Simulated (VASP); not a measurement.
Crystal: Al.

```
Al
1.0
     0.00000    2.02481    2.02481
     2.02481    0.00000    2.02481
     2.02481    2.02481    0.00000
Al
1
Direct
  0.00000 0.00000 0.00000
```

```yaml
Program: VASP 6.6.1
Task: relaxation of cell and atoms
Functional: PBEsol
Potentials_or_basis: VASP PAW PBE potentials, release 64 (Al)
Cutoff: 600 eV
k_mesh: 18 × 18 × 18
Occupations: gaussian, width 0.1 eV
Spin: no spin polarisation
```

At the start: pressure -1.9 GPa; volume 16.60 Å³/atom.

Question: Where does the relaxation end?

Answer: Over 3 steps the energy falls by 2.5 meV/atom and the volume is 16.19 Å³/atom (-2.5 %); space group Fm-3m (No. 225, to 0.05 Å).

Step by step:
```
step  energy change (eV)  largest force (eV/Å)  pressure (GPa)  volume (Å³)
   1              0.0000                0.0000           -1.90        16.60
   2             -0.0024                0.0000            0.31        16.13
   3             -0.0025                0.0000            0.00        16.19
```

Final structure:
```
CELL_PARAMETERS angstrom
0.00000 2.00803 2.00803
2.00803 0.00000 2.00803
2.00803 2.00803 0.00000
ATOMIC_POSITIONS crystal
Al 0.00000 0.00000 0.00000
```

Caveat: the PAW data sets were made with another functional, which shifts forces and pressure a little.
